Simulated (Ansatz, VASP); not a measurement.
**One calculation of Ge, two programs**

```
Ge
1.0
     3.99566    0.00000    0.00000
    -1.99783    3.46035    0.00000
     0.00000    0.00000   10.84478
Ge
4
Direct
  0.66667 0.33333 0.41485
  0.33333 0.66667 0.91485
  0.00000 0.00000 0.47745
  0.00000 0.00000 0.97745
```

Change from the starting cell: volume scaled by 0.96.

Alike in both runs: task single point; functional PBEsol; k mesh 8 × 8 × 3; occupations fermi-dirac, width 0.05 eV; no spin polarisation.

```csv
,VASP,Ansatz
version,VASP 6.6.1,Ansatz 0.2.0
potentials or method,"VASP PAW PBE potentials, release 64 (Ge_d), cutoff 520 eV","all-electron LAPW, scalar-relativistic"
```

Ansatz gave:

| Property | Result |
| --- | --- |
| gap on the k mesh at the Fermi level (eV) | 0.69 |
| least direct gap on the mesh (eV) | 0.70 |
| pressure (GPa) | -0.4 |
| traceless stress, the component that is largest in VASP (GPa) | -0.11 |
| rms of the force components (eV/Å) | 0.037 |

**Question.** Estimate VASP's values.

**Answer.** gap on the k mesh at the Fermi level (eV): 0.69; least direct gap on the mesh (eV): 0.70; pressure (GPa): -0.5; traceless stress, the component that is largest in VASP (GPa): -0.09; rms of the force components (eV/Å): 0.042.

VASP's potentials were made for PBE, not for PBEsol. Atom by atom the forces differ by 0.004 eV/Å (rms over components). Ansatz ran all-electron here, and VASP with PAW potentials.
